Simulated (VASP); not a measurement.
# Se (R-3) in VASP: further runs, part 2 of 2

VASP 6.6.1. The steps go on from the part before.

## Step 3: Single point, PBEsol (equal strain along all axes, cell held: +3.0 %, then relaxed in part)

Input file INCAR:

```
SYSTEM = Se
ALGO = Normal
EDIFF = 1E-6
ENCUT = 520
GGA = PS
ISIF = 2
ISMEAR = 0
LASPH = .True.
LCHARG = .False.
LREAL = .False.
LWAVE = .False.
NBANDS = 27
NELM = 80
PREC = Accurate
SIGMA = 0.02
```

Input file KPOINTS:

```
k-points
0
Gamma
  6 6 6
  0 0 0
```

Input file POSCAR:

```
Se
1.0
    5.5120062507      3.1823582926      1.5678899944
   -5.5120062507      3.1823582926      1.5678899944
    0.0000000000     -6.3647165852      1.5678899943
Se
6
Direct
    0.2873508869      0.1545784392      0.9038728072
    0.9038728072      0.2873508869      0.1545784392
    0.1545784392      0.9038728072      0.2873508869
    0.7126491131      0.8454215608      0.0961271928
    0.0961271928      0.7126491131      0.8454215608
    0.8454215608      0.0961271928      0.7126491131
```

Potentials or basis: VASP PAW PBE potentials, release 64 (Se).

Started as:

```
> cat potpaw_PBE.64/Se/POTCAR > POTCAR
> mpirun -np 1 vasp_std > vasp.out
```

It took 2.4 min on 1 thread of Intel Xeon Platinum 8488C (Sapphire Rapids), shared host; peak memory 0.4 GiB.

It converged, with:

* Free energy: -22.8547 eV
* Pressure: -1.0 GPa
* Largest force: 0.035 eV/Å
* Band gap on the k mesh: 1.22 eV (least direct gap 1.33 eV)

Forces on the atoms (eV/Å):
```
Se   0.005  0.024  0.025
Se  -0.023 -0.007  0.025
Se   0.018 -0.017  0.025
Se  -0.005 -0.024 -0.025
Se   0.023  0.007 -0.025
Se  -0.018  0.017 -0.025
```

Stress tensor (GPa, compression positive):
```
-1.28  0.00  0.00
 0.00 -1.28  0.00
 0.00  0.00 -0.55
```

Levels at points of the mesh, in eV from the valence-band top:
```
           k point  band 15  band 16  band 17  band 18  band 19  band 20  band 21  band 22
(0.00, 0.00, 0.00)    -0.77    -0.77    -0.39    -0.39     1.99     1.99     2.42     2.93
(0.50, 0.00, 0.00)    -1.20    -0.76    -0.13     0.00     1.80     1.86     2.67     2.76
(0.50, 0.50, 0.00)    -1.33    -1.19    -0.81    -0.08     1.40     1.73     2.27     2.86
(0.50, 0.50, 0.50)    -1.43    -1.10    -1.10    -0.23     1.65     1.65     1.90     3.63
```

Caveat: the cell differs from its parent crystal (equal strain along all axes, cell held: +3.0 %, then relaxed in part); this functional lacks dispersion, which holds the molecules together, so the pressure and a relaxed volume are unreliable; the PAW data sets were made with another functional, which shifts forces and pressure a little. A k mesh can miss the band edges.

## Step 4: Single point, PBEsol

This run uses another cell than the first one, of 27.50 Å³/atom.

Input file INCAR:

```
PREC = Accurate
ENCUT = 520
EDIFF = 1E-7
ISMEAR = 0
SIGMA = 0.02
LREAL = False
LASPH = True
NELM = 60
ALGO = Normal
ISIF = 2
LWAVE = False
LCHARG = False
GGA = PS
NBANDS = 27
```

Input file KPOINTS:

```
Automatic mesh
0
Gamma
  6 6 6
```

POSCAR is that of step 3.

Started as:

```
> cat potpaw_PBE.64/Se/POTCAR > POTCAR
> mpirun -np 1 vasp_std > vasp.out
```

It took 2.9 min on 1 thread of Intel Xeon Platinum 8488C (Sapphire Rapids), shared host; peak memory 0.4 GiB.

It converged, with:

- Free energy: -22.8547 eV
- Pressure: -1.0 GPa
- Largest force: 0.035 eV/Å
- Band gap on the k mesh: 1.22 eV (least direct gap 1.33 eV)

Forces in eV/Å, atoms in the order of the input:
```
Se   0.005  0.024  0.025
Se  -0.023 -0.007  0.025
Se   0.018 -0.017  0.025
Se  -0.005 -0.024 -0.025
Se   0.023  0.007 -0.025
Se  -0.018  0.017 -0.025
```

Stress tensor (GPa, compression positive):
```
-1.28  0.00  0.00
 0.00 -1.28  0.00
 0.00  0.00 -0.55
```

Levels at points of the mesh, in eV from the valence-band top:
| k point | band 14 | band 15 | band 16 | band 17 | band 18 | band 19 | band 20 | band 21 | band 22 | band 23 |
| --- | --- | --- | --- | --- | --- | --- | --- | --- | --- | --- |
| (0.00, 0.00, 0.00) | -1.06 | -0.77 | -0.77 | -0.39 | -0.39 | 1.99 | 1.99 | 2.42 | 2.93 | 2.93 |
| (0.50, 0.00, 0.00) | -1.30 | -1.20 | -0.76 | -0.13 | 0.00 | 1.80 | 1.86 | 2.67 | 2.76 | 3.10 |
| (0.50, 0.50, 0.00) | -1.43 | -1.33 | -1.19 | -0.81 | -0.08 | 1.40 | 1.73 | 2.27 | 2.86 | 3.37 |
| (0.50, 0.50, 0.50) | -1.43 | -1.43 | -1.10 | -1.10 | -0.23 | 1.65 | 1.65 | 1.91 | 3.63 | 4.22 |

Caveat: this functional lacks dispersion, which holds the molecules together, so the pressure and a relaxed volume are unreliable; the PAW data sets were made with another functional, which shifts forces and pressure a little. A k mesh can miss the band edges.

## Step 5: Single point, PBEsol (equal strain along all axes, cell held: +4.5 %, then relaxed in part)

Input file INCAR:

```
SYSTEM = Se
PREC = Accurate ; ENCUT = 520
EDIFF = 1E-6 ; ISMEAR = 0
SIGMA = 0.02 ; LREAL = .FALSE.
LASPH = .TRUE. ; NELM = 60
ALGO = Normal ; ISIF = 2
LWAVE = .FALSE. ; LCHARG = .FALSE.
GGA = PS ; NBANDS = 27
```

Input file KPOINTS:

```
regular mesh
0
G
  6 6 6
  0 0 0
```

Input file POSCAR:

```
Se
1.0
    5.5922781864      3.2287033162      1.5907233439
   -5.5922781864      3.2287033162      1.5907233439
    0.0000000000     -6.4574066326      1.5907233436
Se
6
Direct
    0.2811379364      0.1495674304      0.9029788643
    0.9029788643      0.2811379364      0.1495674304
    0.1495674304      0.9029788643      0.2811379364
    0.7188620636      0.8504325696      0.0970211357
    0.0970211357      0.7188620636      0.8504325696
    0.8504325696      0.0970211357      0.7188620636
```

Potentials or basis: VASP PAW PBE potentials, release 64 (Se).

Started as:

```
> cat potpaw_PBE.64/Se/POTCAR > POTCAR
> mpirun -np 1 vasp_std > vasp.out
```

OUTCAR:

```text
SYSTEM = Se
   PREC = Accurate
   ENCUT = 520
   EDIFF = 1E-6
   ISMEAR = 0
   LREAL = .FALSE.
   LASPH = .TRUE.
   NELM = 60
   ISIF = 2
   GGA = PS

 ion  position               nearest neighbor table
   1  0.281  0.150  0.903-   5 2.40   6 2.40
   2  0.903  0.281  0.150-   4 2.40   6 2.40
   3  0.150  0.903  0.281-   5 2.40   4 2.40
   4  0.719  0.850  0.097-   2 2.40   3 2.40
   5  0.097  0.719  0.850-   1 2.40   3 2.40
   6  0.850  0.097  0.719-   2 2.40   1 2.40

[... 927 lines left out ...]
  -------------------------------------------------------------------------------------
  Total       -1.7520334     -1.7520334     -0.7173803      0.0000008     -0.0000000      0.0000000
  in kB      -16.2888394    -16.2888394     -6.6695607      0.0000071     -0.0000000      0.0000000
  external PRESSURE =     -13.0824132 kB  Pullay stress =       0.0000000 kB

 VOLUME and BASIS-vectors are now :
 -----------------------------------------------------------------------------
  energy-cutoff  :      520.00
  volume of cell :      172.33
      direct lattice vectors                 reciprocal lattice vectors
     5.592278186  3.228703316  1.590723344     0.089409000  0.051620310  0.209548275
    -5.592278186  3.228703316  1.590723344    -0.089409000  0.051620310  0.209548275
     0.000000000 -6.457406633  1.590723344     0.000000000 -0.103240620  0.209548275

 POSITION                                       TOTAL-FORCE (eV/Angst)
 -----------------------------------------------------------------------------------
      0.73578     -4.44028      2.12152         0.008089      0.025527      0.030910
      3.47751      2.85734      2.12152        -0.026151     -0.005758      0.030910
     -4.21329      1.58294      2.12152         0.018063     -0.019769      0.030910
     -0.73578      4.44028      2.65065        -0.008089     -0.025527     -0.030910
     -3.47751     -2.85734      2.65065         0.026151      0.005758     -0.030910
      4.21329     -1.58294      2.65065        -0.018063      0.019769     -0.030910
 -----------------------------------------------------------------------------------
    total drift:                                0.000000      0.000000      0.000000

  FREE ENERGIE OF THE ION-ELECTRON SYSTEM (eV)
  ---------------------------------------------------
  free  energy   TOTEN  =       -22.7928760685 eV

  energy  without entropy=      -22.7928760685  energy(sigma->0) =      -22.79287607
```

stdout:

```text
POSCAR found type information on POSCAR Se
 POSCAR found :  1 types and       6 ions
 scaLAPACK will be used
 -----------------------------------------------------------------------------
|                                                                             |
|                                                                             |
|     You enforced a specific xc type in the INCAR file but a different       |
|     I HOPE YOU KNOW WHAT YOU ARE DOING!                                     |
|                                                                             |
 -----------------------------------------------------------------------------

 LDA part: xc-table for (Slater+PW92), standard interpolation
 POSCAR, INCAR and KPOINTS ok, starting setup
 FFT: planning ... GRIDC
 FFT: planning ... GRID_SOFT
 FFT: planning ... GRID
 WAVECAR not read
 entering main loop
```

Wall time 3.1 min (1 thread of Intel Xeon Platinum 8488C (Sapphire Rapids), shared host); peak memory 0.4 GiB.

Results:

* Free energy: -22.7929 eV
* Pressure: -1.3 GPa
* Largest force: 0.041 eV/Å
* Band gap on the k mesh: 1.27 eV (least direct gap 1.44 eV)

Forces on the atoms (eV/Å):
```
Se   0.008  0.026  0.031
Se  -0.026 -0.006  0.031
Se   0.018 -0.020  0.031
Se  -0.008 -0.026 -0.031
Se   0.026  0.006 -0.031
Se  -0.018  0.020 -0.031
```

Levels at points of the mesh, in eV from the valence-band top:
| k point | band 15 | band 16 | band 17 | band 18 | band 19 | band 20 | band 21 | band 22 |
| --- | --- | --- | --- | --- | --- | --- | --- | --- |
| (0.00, 0.00, 0.00) | -0.71 | -0.71 | -0.40 | -0.40 | 1.91 | 1.91 | 2.41 | 2.95 |
| (0.50, 0.00, 0.00) | -1.19 | -0.76 | -0.08 | -0.07 | 1.81 | 1.97 | 2.58 | 2.82 |
| (0.50, 0.50, 0.00) | -1.29 | -1.10 | -0.75 | -0.13 | 1.44 | 1.82 | 2.37 | 2.84 |
| (0.50, 0.50, 0.50) | -1.32 | -1.13 | -1.13 | -0.14 | 1.66 | 1.66 | 2.05 | 3.61 |

Caveat: the cell differs from its parent crystal (equal strain along all axes, cell held: +4.5 %, then relaxed in part); this functional lacks dispersion, which holds the molecules together, so the pressure and a relaxed volume are unreliable; the PAW data sets were made with another functional, which shifts forces and pressure a little. A k mesh can miss the band edges.

## Step 6: The runs side by side

```tsv
cell	gap on the mesh (eV)	pressure (GPa)	largest force (eV/Å)
a = 6.460 Å, angles 114.5°, 6 atoms, atomic positions A	1.10	-0.6	0.03
a = 6.555 Å, angles 114.5°, 6 atoms, atomic positions B	1.22	-1.0	0.03
a = 6.650 Å, angles 114.5°, 6 atoms, atomic positions C	1.27	-1.3	0.04
```

Alike in all rows: task single point; level PBEsol; potentials or basis VASP PAW PBE potentials, release 64 (Se); no spin polarisation; k mesh 6 × 6 × 6; cutoff (eV) 520; smearing gaussian 0.02 eV.

Caveats: this functional lacks dispersion, which holds the molecules together, so the pressure and a relaxed volume are unreliable; the PAW data sets were made with another functional, which shifts forces and pressure a little.

Absolute energies hang on the potentials; compare differences alone.
